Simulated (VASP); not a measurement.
# AlN: single point with PBE

The system is AlN.

```
Al N
1.0
     0.00000    2.11335    2.11335
     2.11335    0.00000    2.11335
     2.11335    2.11335    0.00000
Al N
1 1
Direct
  0.00000 0.00000 0.00000
  0.75000 0.75000 0.75000
```

```json
{
 "Program": "VASP 6.6.1",
 "Task": "single point",
 "Functional": "PBE",
 "Potentials or basis": "VASP PAW PBE potentials, release 64 (Al, N)",
 "Cutoff": "600 eV",
 "k mesh": "10 × 10 × 10",
 "Occupations": "gaussian, width 0.01 eV",
 "Spin": "no spin polarisation"
}
```

* Pressure: 29.7 GPa
* Band gap on the k mesh: 3.36 eV (least direct gap 5.10 eV)

Levels at points of the mesh, in eV from the valence-band top:
| k point | band 1 | band 2 | band 3 | band 4 | band 5 | band 6 | band 7 | band 8 |
| --- | --- | --- | --- | --- | --- | --- | --- | --- |
| (0.00, 0.00, 0.00) | -15.57 | 0.00 | 0.00 | 0.00 | 5.10 | 13.57 | 13.57 | 13.57 |
| (0.50, 0.00, 0.00) | -13.22 | -6.28 | -0.49 | -0.49 | 8.30 | 10.55 | 11.78 | 11.78 |
| (0.50, 0.50, 0.00) | -12.49 | -5.22 | -1.88 | -1.88 | 3.36 | 9.22 | 15.37 | 16.99 |

It took 15 s on 1 thread of Intel Xeon 8259CL, with other jobs on the host, peak memory 0.14 GiB.

Caveat: the cell stands under pressure. A k mesh can miss the band edges.
